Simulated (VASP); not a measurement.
# HfC (Fm-3m) in VASP: further runs

HfC is run at these levels: PBEsol; tasks: single point.

All numbers are computed with VASP 6.6.1; they aren't measurements. Logs are shortened: lines on timing, memory, paths and dates and some standing lists are left out, and cuts for length are marked.

## Step 1: The cell of the first run

Symmetry: Fm-3m, No. 225, cubic system. Conventional cell: a = 4.711 Å, b = 4.711 Å, c = 4.711 Å, α = 90.00°, β = 90.00°, γ = 90.00°. Within 3.1 Å of Hf (site symmetry m-3m) lie 6 C at 2.36 Å. Within 3.1 Å of C (site symmetry m-3m) lie 6 Hf at 2.36 Å.

## Step 2: Single point, PBEsol (13.07 Å³/atom)

INCAR reads:

```
SYSTEM = HfC
PREC = Accurate
ENCUT = 600
EDIFF = 1E-6
ISMEAR = -1
SIGMA = 0.05
LREAL = .FALSE.
LASPH = .TRUE.
NELM = 120
ALGO = Normal
ISIF = 2
LWAVE = .FALSE.
LCHARG = .FALSE.
GGA = PS
NBANDS = 14
GGA_COMPAT = .FALSE.
```

KPOINTS reads:

```
regular mesh
0
G
  15 15 15
  0 0 0
```

POSCAR reads:

```
HfC
1.0
    0.0000000000      2.3555956139      2.3555956139
    2.3555956139      0.0000000000      2.3555956139
    2.3555956139      2.3555956139      0.0000000000
Hf C
1 1
Direct
    0.5000000000      0.5000000000      0.5000000000
    0.0000000000      0.0000000000      0.0000000000
```

Potentials or basis: VASP PAW PBE potentials, release 64 (Hf_pv, C).

The run is started by

```
> cat potpaw_PBE.64/Hf_pv/POTCAR potpaw_PBE.64/C/POTCAR > POTCAR
> mpirun -np 1 vasp_std > vasp.out
```

OUTCAR:

```text
SYSTEM = HfC
   PREC = Accurate
   ENCUT = 600
   EDIFF = 1E-6
   ISMEAR = -1
   LREAL = .FALSE.
   LASPH = .TRUE.
   NELM = 120
   ISIF = 2
   GGA = PS

 ion  position               nearest neighbor table
   1  0.500  0.500  0.500-   2 2.36   2 2.36   2 2.36   2 2.36   2 2.36   2 2.36
   2  0.000  0.000  0.000-   1 2.36   1 2.36   1 2.36   1 2.36   1 2.36   1 2.36

  LATTYP: Found a face centered cubic cell.
 ALAT       =     4.7111912278

  Lattice vectors:

 A1 = (   0.0000000000,   2.3555956139,   2.3555956139)
 A2 = (   2.3555956139,   0.0000000000,   2.3555956139)
 A3 = (   2.3555956139,   2.3555956139,   0.0000000000)

Analysis of symmetry for initial positions (statically):
=====================================================================
 Subroutine PRICEL returns:
 Original cell was already a primitive cell.

 Routine SETGRP: Setting up the symmetry group for a
 face centered cubic supercell.

 Subroutine GETGRP returns: Found 48 space group operations
 (whereof 48 operations were pure point group operations)
 out of a pool of 48 trial point group operations.

The static configuration has the point symmetry O_h .

Analysis of symmetry for dynamics (positions and initial velocities):
=====================================================================
 Subroutine PRICEL returns:
 Original cell was already a primitive cell.

 Routine SETGRP: Setting up the symmetry group for a
 face centered cubic supercell.

 Subroutine GETGRP returns: Found 48 space group operations
 (whereof 48 operations were pure point group operations)
 out of a pool of 48 trial point group operations.

The dynamic configuration has the point symmetry O_h .

 Subroutine INISYM returns: Found 48 space group operations
 (whereof 48 operations are pure point group operations),
 and found     1 'primitive' translations

----------------------------------------------------------------------------------------

                                     Primitive cell

  volume of cell :      26.1416

  direct lattice vectors                    reciprocal lattice vectors
     0.000000000  2.355595614  2.355595614    -0.212260541  0.212260541  0.212260541
     2.355595614  0.000000000  2.355595614     0.212260541 -0.212260541  0.212260541
     2.355595614  2.355595614  0.000000000     0.212260541  0.212260541 -0.212260541

  length of vectors
     3.331315265  3.331315265  3.331315265     0.367646042  0.367646042  0.367646042

  position of ions in fractional coordinates (direct lattice)
     0.500000000  0.500000000  0.500000000
     0.000000000  0.000000000  0.000000000

  ion indices of the primitive-cell ions
   primitive index   ion index
                 1           1
                 2           2

----------------------------------------------------------------------------------------

 KPOINTS: regular mesh

Automatic generation of k-mesh.
 Grid dimensions read from file:
 generate k-points for:   15   15   15

 Generating k-lattice:

  Cartesian coordinates                     Fractional coordinates (reciprocal lattice)
    -0.014150703  0.014150703  0.014150703     0.066666667  0.000000000  0.000000000
     0.014150703 -0.014150703  0.014150703     0.000000000  0.066666667  0.000000000
     0.014150703  0.014150703 -0.014150703     0.000000000  0.000000000  0.066666667

  Length of vectors
     0.024509736  0.024509736  0.024509736

  Shift w.r.t. Gamma in fractional coordinates (k-lattice)
     0.000000000  0.000000000  0.000000000

 Subroutine IBZKPT returns following result:
 ===========================================

 Found    120 irreducible k-points:

 Following reciprocal coordinates:
            Coordinates               Weight
  0.000000  0.000000  0.000000      1.000000
  0.066667  0.000000  0.000000      8.000000
  0.133333  0.000000  0.000000      8.000000
  0.200000  0.000000  0.000000      8.000000
  0.266667  0.000000  0.000000      8.000000
  0.333333  0.000000  0.000000      8.000000
[... 16 lines left out ...]
  0.133333  0.133333  0.000000      6.000000
  0.200000  0.133333  0.000000     24.000000
 [... further k-points ...]
   k-points           NKPTS =    120   k-points in BZ     NKDIM =    120   number of bands    NBANDS=     14
   number of dos      NEDOS =    301   number of ions     NIONS =      2
   total plane-waves  NPLWV =  21952
   dimension x,y,z NGX =    28 NGY =   28 NGZ =   28
   dimension x,y,z NGXF=    56 NGYF=   56 NGZF=   56
   ions per type =               1   1
   NGX,Y,Z   is equivalent  to a cutoff of  13.97, 13.97, 13.97 a.u.
   NGXF,Y,Z  is equivalent  to a cutoff of  27.95, 27.95, 27.95 a.u.
 SYSTEM =  HfC
   PREC   = accura    normal or accurate (medium, high low for compatibility)
   ISTART =      0    job   : 0-new  1-cont  2-samecut
   ICHARG =      2    charge: 1-file 2-atom 10-const
   ISPIN  =      1    spin polarized calculation?
   LNONCOLLINEAR =      F non collinear calculations
   LSORBIT =      F    spin-orbit coupling
   LASPH  =      T    aspherical Exc in radial PAW
   ENCUT  =  600.0 eV  44.10 Ry    6.64 a.u.   6.65  6.65  6.65*2*pi/ulx,y,z
   NELM   =    120;   NELMIN=  2; NELMDL= -5     # of ELM steps
   EDIFF  = 0.1E-05   stopping-criterion for ELM
   LREAL  =      F    real-space projection
   EDIFFG = 0.1E-04   stopping-criterion for IOM
   NSW    =      0    number of steps for IOM
   IBRION =     -1    ionic relax: 0-MD 1-quasi-New 2-CG
   NFREE  =      0    steps in history (QN), initial steepest desc. (CG)
   ISIF   =      2    stress and relaxation
   ISYM   =      2    0-nonsym 1-usesym 2-fastsym
   POTIM  = 0.5000    time-step for ionic-motion
   TEBEG  =    0.0;   TEEND  =   0.0 temperature during run
   PSTRESS=    0.0 pullay stress
   NELECT =      14.0000    total number of electrons
   NUPDOWN=      -1.0000    fix difference up-down
   EMIN   =  10.00;   EMAX   =-10.00  energy-range for DOS
   EFERMI =   0.00;   METHOD = LEGACY
   ISMEAR =    -1;   SIGMA  =   0.05  broadening in eV -4-tet -1-fermi 0-gaus
   EFERMI_NEDOS =   21; number of points for ismear=-14 and -15
   IALGO  =     38    algorithm
   IMIX   =      4    mixing-type and parameters
     AMIX     =   0.40;   BMIX     =  1.00
     AMIX_MAG =   1.60;   BMIX_MAG =  1.00
  volume/ion in A,a.u.               =      13.07        88.21
  Fermi-wavevector in a.u.,A,eV,Ry     =   1.329454  2.512305 24.047603  1.767449
  Thomas-Fermi vector in A             =   2.458616
   LORBIT       =      0    0 simple, 1 ext, 2 COOP (PROOUT), +10 PAW based schemes
   GGA     = PS    functional components
   LHFCALC =     F    Hartree Fock is set to
   AEXX    =    0.0000 exact exchange contribution
   IVDW    =     0    specifies the selected vdW correction
   LEPSILON=     F    determine dielectric tensor
   LRPA    =     F    only Hartree local field effects (RPA)
 non-spin polarized calculation
  energy-cutoff  :      600.00
  volume of cell :       26.14
 maximum number of plane-waves:       893
   NGX = 13   NGY = 13   NGZ = 13

 number of electron      14.0000001 magnetization

 Free energy of the ion-electron system (eV)
  ---------------------------------------------------
  ext. energy  EPLUGINS =         0.00000000
  ---------------------------------------------------
  free energy    TOTEN  =       -22.11106205 eV

  energy without entropy =      -22.10780468  energy(sigma->0) =      -22.10943337

 E-fermi :   5.4790     XC(G=0): -12.2288

 val. band max:        5.4780635158   @ k =  -0.0667   0.0667   0.0000
 cond. band min:       5.4897455411   @ k =   0.4667   0.4000   0.0000
 fundamental gap:      0.0116820253
 Fermi energy:         5.4789605311

 k-point     1 :       0.0000    0.0000    0.0000
  band No.  band energies     occupation
      1     -24.1816      2.00000
      2     -24.1816      2.00000
      3     -24.1816      2.00000
      4      -6.5806      2.00000
      5       6.5152      0.00000
      6       6.5152      0.00000
      7       6.5152      0.00000
      8       6.8404      0.00000
      9       6.8404      0.00000
     10       6.8404      0.00000
     11       8.7516      0.00000
     12       8.7516      0.00000
     13      11.8800      0.00000
     14      16.3392      0.00000

 k-point     2 :       0.0667    0.0000    0.0000
  band No.  band energies     occupation
      1     -24.2086      2.00000
      2     -24.1843      2.00000
      3     -24.1843      2.00000
      4      -6.4743      2.00000
      5       5.7028      0.02250
      6       5.9600      0.00013
      7       5.9600      0.00013
      8       7.0760      0.00000
      9       7.0760      0.00000
     10       7.3660      0.00000
     11       9.2927      0.00000
     12       9.2927      0.00000
     13      12.1432      0.00000
     14      16.6409      0.00000

 k-point     3 :       0.1333    0.0000    0.0000
  band No.  band energies     occupation
      1     -24.2841      2.00000
      2     -24.1918      2.00000
      3     -24.1918      2.00000
      4      -6.1647      2.00000
      5       4.5797      2.00000
      6       5.1301      1.99813
      7       5.1301      1.99813
      8       7.4315      0.00000
      9       7.4315      0.00000
     10       7.7733      0.00000
     11      10.4194      0.00000
     12      10.4194      0.00000
     13      12.8077      0.00000
     14      17.4658      0.00000
[... 324 lines left out ...]
 k-point    23 :       0.1333    0.1333    0.0000
  band No.  band energies     occupation
      1     -24.2771      2.00000
      2     -24.2155      2.00000
      3     -24.2155      2.00000
      4      -6.0506      2.00000
      5       3.8626      2.00000
      6       5.4530      1.25393
      7       5.4530      1.25393
      8       6.1258      0.00000
      9       8.6849      0.00000
     10       8.6849      0.00000
     11       9.0072      0.00000
     12      10.7738      0.00000
     13      13.6441      0.00000
     14      17.8291      0.00000

 k-point    24 :       0.2000    0.1333    0.0000
  band No.  band energies     occupation
      1     -24.3475      2.00000
      2     -24.2321      2.00000
      3     -24.2259      2.00000
      4      -5.7237      2.00000
      5       3.1267      2.00000
      6       4.8390      1.99999
      7       5.0992      1.99900
      8       6.2492      0.00000
      9       8.8528      0.00000
     10       9.1509      0.00000
     11       9.8757      0.00000
     12      11.4110      0.00000
     13      14.5634      0.00000
     14      18.6830      0.00000

 [... further k-points ...]

------------------------ aborting loop because EDIFF is reached ----------------------------------------

  FORCE on cell =-STRESS in cart. coord.  units (eV):
  Direction    XX          YY          ZZ          XY          YZ          ZX
  --------------------------------------------------------------------------------------
  -------------------------------------------------------------------------------------
  Total       -2.4875345     -2.4875345     -2.4875345     -0.0000000     -0.0000000      0.0000000
  in kB     -152.4570425   -152.4570425   -152.4570425     -0.0000000     -0.0000000      0.0000000
  external PRESSURE =    -152.4570425 kB  Pullay stress =       0.0000000 kB

 VOLUME and BASIS-vectors are now :
 -----------------------------------------------------------------------------
  energy-cutoff  :      600.00
  volume of cell :       26.14
      direct lattice vectors                 reciprocal lattice vectors
     0.000000000  2.355595614  2.355595614    -0.212260541  0.212260541  0.212260541
     2.355595614  0.000000000  2.355595614     0.212260541 -0.212260541  0.212260541
     2.355595614  2.355595614  0.000000000     0.212260541  0.212260541 -0.212260541

 POSITION                                       TOTAL-FORCE (eV/Angst)
 -----------------------------------------------------------------------------------
      2.35560      2.35560      2.35560         0.000000      0.000000      0.000000
      0.00000      0.00000      0.00000         0.000000      0.000000     -0.000000
 -----------------------------------------------------------------------------------
    total drift:                                0.000000      0.000000      0.000000

  FREE ENERGIE OF THE ION-ELECTRON SYSTEM (eV)
  ---------------------------------------------------
  free  energy   TOTEN  =       -22.1110620528 eV

  energy  without entropy=      -22.1078046839  energy(sigma->0) =      -22.10943337
```

Run time: 78 s. Hardware: 1 thread of Intel Xeon 8259CL, shared host; peak memory 0.2 GiB.

What came out:

* Free energy: -22.1111 eV
* Pressure: -15.2 GPa
* Band gap on the k mesh: zero (bands 7 and 8 overlap by 1.42 eV)

Caveat: the cell stands under tension; the PAW data sets were made with another functional, which shifts forces and pressure a little; spin-orbit coupling is left out, which moves the levels of the heavy elements.

## Step 3: Single point, PBEsol (12.07 Å³/atom)

This run uses another cell than the first one, of 12.07 Å³/atom.

INCAR reads:

```
PREC = Accurate
ENCUT = 600
EDIFF = 1E-6
ISMEAR = -1
SIGMA = 0.05
LREAL = False
LASPH = True
NELM = 120
ALGO = Normal
ISIF = 2
LWAVE = False
LCHARG = False
GGA = PS
NBANDS = 14
GGA_COMPAT = False
```

KPOINTS reads:

```
Automatic mesh
0
Gamma
  15 15 15
```

POSCAR reads:

```
HfC
1.0
    0.0000000000      2.2935772291      2.2935772291
    2.2935772291      0.0000000000      2.2935772291
    2.2935772291      2.2935772291      0.0000000000
Hf C
1 1
Direct
    0.5000000000      0.5000000000      0.5000000000
    0.0000000000      0.0000000000      0.0000000000
```

Potentials or basis: VASP PAW PBE potentials, release 64 (Hf_pv, C).

The run is started by

```
> cat potpaw_PBE.64/Hf_pv/POTCAR potpaw_PBE.64/C/POTCAR > POTCAR
> mpirun -np 1 vasp_std > vasp.out
```

Wall time 62 s (1 thread of Intel Xeon 8259CL, shared host); peak memory 0.19 GiB.

Results (log left out):

| Quantity | Value |
| --- | --- |
| Free energy | -22.1945 eV |
| Pressure | 2.9 GPa |
| Band gap on the k mesh | zero (bands 7 and 8 overlap by 1.47 eV) |

Levels at points of the mesh, in eV from the Fermi level:
```
           k point  band 5  band 6  band 7  band 8  band 9  band 10
(0.00, 0.00, 0.00)    1.08    1.08    1.08    1.39    1.39     1.39
```

Caveat: the PAW data sets were made with another functional, which shifts forces and pressure a little; spin-orbit coupling is left out, which moves the levels of the heavy elements.

## Step 4: Single point, PBEsol (12.44 Å³/atom)

This run uses another cell than the first one, of 12.44 Å³/atom.

INCAR reads:

```
  ALGO = Normal
  EDIFF = 1E-6
  ENCUT = 600
  GGA = PS
  GGA_COMPAT = False
  ISIF = 2
  ISMEAR = -1
  LASPH = True
  LCHARG = False
  LREAL = False
  LWAVE = False
  NBANDS = 14
  NELM = 120
  PREC = Accurate
  SIGMA = 0.05
```

KPOINTS reads:

```
k-points
0
Gamma
  15 15 15
```

POSCAR reads:

```
HfC
1.0
    0.0000000000      2.3172240222      2.3172240222
    2.3172240222      0.0000000000      2.3172240222
    2.3172240222      2.3172240222      0.0000000000
Hf C
1 1
Direct
    0.5000000000      0.5000000000      0.5000000000
    0.0000000000      0.0000000000      0.0000000000
```

The run is started by

```
> cat potpaw_PBE.64/Hf_pv/POTCAR potpaw_PBE.64/C/POTCAR > POTCAR
> mpirun -np 1 vasp_std > vasp.out
```

Wall time 73 s (1 thread of Intel Xeon 8259CL, shared host); peak memory 0.2 GiB.

The run converged. Its results:

- Free energy: -22.1904 eV
- Pressure: -4.8 GPa
- Band gap on the k mesh: zero (bands 7 and 8 overlap by 1.45 eV)

Levels at points of the mesh, in eV from the Fermi level:
```
           k point  band 5  band 6  band 7  band 8  band 9  band 10
(0.00, 0.00, 0.00)    1.07    1.07    1.07    1.38    1.38     1.38
```

Caveat: the cell stands under tension; the PAW data sets were made with another functional, which shifts forces and pressure a little; spin-orbit coupling is left out, which moves the levels of the heavy elements.

## Step 5: Overview

```csv
cell,gap on the mesh (eV),pressure (GPa)
"a = 3.331 Å, angles 60.0°, 2 atoms",none,-15.2
"a = 3.244 Å, angles 60.0°, 2 atoms",none,2.9
"a = 3.277 Å, angles 60.0°, 2 atoms",none,-4.8
```

Alike in all rows: task single point; level PBEsol; potentials or basis VASP PAW PBE potentials, release 64 (Hf_pv, C); no spin polarisation; k mesh 15 × 15 × 15; cutoff (eV) 600; smearing fermi-dirac 0.05 eV.

Caveats: the PAW data sets were made with another functional, which shifts forces and pressure a little; spin-orbit coupling is left out, which moves the levels of the heavy elements; the cell stands under tension (at least some runs).

Absolute energies hang on the potentials; compare differences alone.
